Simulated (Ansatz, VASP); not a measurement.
One calculation of Fe, two programs

INCAR

```
SYSTEM = Fe
  PREC = Accurate
  ENCUT = 600
  EDIFF = 1E-6
  ISMEAR = -1
  SIGMA = 0.03
  LREAL = .FALSE.
  LASPH = .TRUE.
  NELM = 120
  ALGO = Normal
  ISIF = 2
  LWAVE = .FALSE.
  LCHARG = .FALSE.
  GGA = PE
  NBANDS = 10
  GGA_COMPAT = .FALSE.
```

KPOINTS

```
regular mesh
0
G
  16 16 16
  0 0 0
```

POSCAR

```
Fe
1.0
   -1.3807996972      1.3807996972      1.3807996972
    1.3807996972     -1.3807996972      1.3807996972
    1.3807996972      1.3807996972     -1.3807996972
Fe
1
Direct
    0.0000000000      0.0000000000      0.0000000000
```

Input for Ansatz:

```yaml
crystal:
  lattice:
    - [-1.3807996972, 1.3807996972, 1.3807996972]
    - [1.3807996972, -1.3807996972, 1.3807996972]
    - [1.3807996972, 1.3807996972, -1.3807996972]
  atoms:
    - { symbol: Fe, position: [0.0, 0.0, 0.0] }
hamiltonian:
  xc: pbe
  pseudopotentials:
    kind: paw
    azcp:
      Fe: "pseudopotentials/Fe.paw.azcp"
basis:
  ecutwfc: 420
  fft_grid_basis: typed
kpoints:
  mp_grid: { grid: [16, 16, 16], shift: [0, 0, 0] }
magnetization:
  spin_polarized: false
scf:
  occupations: { method: fermi_dirac, width: 0.03 }
  lower_state_search: "off"
output:
  stress: true
  write_density: true
  write_potential: true
  elf: true
  volumetric_format: npy
```

Alike in both runs: task single point; functional PBE; k mesh 16 × 16 × 16; occupations fermi-dirac, width 0.03 eV; no spin polarisation.

```csv
,VASP,Ansatz
version,VASP 6.6.1,Ansatz 0.2.0
potentials or method,"VASP PAW PBE potentials, release 64 (Fe), cutoff 600 eV","plane waves (420 eV) with PAW, scalar-relativistic"
valence electrons in the cell,8,16
```

```csv
,VASP,Ansatz,Ansatz less VASP
pressure (GPa),-1.6,-1.0,+0.63
```

The functional is the same, so the differences come from potentials, cutoffs and numerics. VASP's potentials hold 8 valence electrons a cell and Ansatz's 16, so a difference there can come from the potentials and not from the codes.
